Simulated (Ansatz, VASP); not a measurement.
# One calculation of Be3H, two programs

```xyz
8
Lattice="4.4146 0.0000 0.0000 -2.2073 3.8232 0.0000 0.0000 0.0000 3.5826" Properties=species:S:1:pos:R:3 pbc="T T T"
Be   -0.3783    1.2786    0.9343
Be    1.2892    2.8562    0.9343
Be   -0.9109    3.5115    0.9343
Be    3.1182    0.3116    2.6483
Be    0.9181    0.9669    2.6483
Be    2.5856    2.5446    2.6483
H     0.0000    2.5488    0.1837
H     2.2073    1.2744    3.3989
```

Alike in both runs: task relaxation of cell and atoms; functional PBE; k mesh 6 × 6 × 6; occupations gaussian, width 0.1 eV; no spin polarisation.

|  | VASP | Ansatz |
| --- | --- | --- |
| version | VASP 6.6.1 | Ansatz 0.2.0 |
| potentials or method | VASP PAW PBE potentials, release 64 (Be, H), cutoff 600 eV | scalar-relativistic, plane waves, PAW |
| valence electrons in the cell | 14 | 14 |

VASP gave:

```
gap on the k mesh at the Fermi level, each at its own relaxed structure (eV) : none
relaxed volume (Å³/atom)                                                     : 7.30
relaxed cell length with the largest relative difference (Å)                 : 4.346
```

Problem. Estimate Ansatz's values.

Solution. gap on the k mesh at the Fermi level, each at its own relaxed structure (eV): none; relaxed volume (Å³/atom): 7.19; relaxed cell length with the largest relative difference (Å): 4.304.

A gap of «none» marks a metal or a gap that the smearing closes.
